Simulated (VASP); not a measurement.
Li2Pt, 3 atoms in the cell. Symmetry: P6/mmm, No. 191, hexagonal system. Conventional cell: a = 4.186 Å, b = 4.186 Å, c = 2.661 Å, α = 90.00°, β = 90.00°, γ = 120.00°. Within 3.2 Å of Li (site symmetry -6m2) lie 5 Li at 2.42 to 2.66 Å and 6 Pt at 2.76 Å. Pt (site symmetry 6/mmm) has 2 Pt at 2.66 Å and 12 Li at 2.76 Å within 3.5 Å. 

| Quantity | Value |
| --- | --- |
| Program | VASP 6.6.1 |
| Task | relaxation of cell and atoms |
| Functional | r2SCAN |
| Potentials or basis | VASP PAW PBE potentials, release 64 (Li_sv, Pt) |
| Cutoff | 830 eV |
| k mesh | 8 × 8 × 11 |
| Occupations | gaussian, width 0.05 eV |
| Spin | no spin polarisation |
| Dipole correction | no |
| Further INCAR settings | ALGO = Normal; EDIFF = 1e-07; IBRION = 2; EDIFFG = -0.05; NSW = 80; ISIF = 3 |

Potentials or basis: VASP PAW PBE potentials, release 64 (Li_sv, Pt).

Run with:

```sh
$ cat potpaw_PBE.64/Li_sv/POTCAR potpaw_PBE.64/Pt/POTCAR > POTCAR
$ cp INCAR.step1 INCAR
$ mpirun -np 1 vasp_std > vasp.out
$ cp INCAR.step2 INCAR
$ mpirun -np 1 vasp_std > vasp.out
```

Hardware: 1 thread of Intel(R) Xeon(R) 6975P-C (Granite Rapids) (shared host).

How long does it take, and how much memory?

Run time: 3.9 min on 1 thread of Intel(R) Xeon(R) 6975P-C (Granite Rapids) (shared host), peak memory 0.26 GiB. Counts: k points 60, ion steps 2.
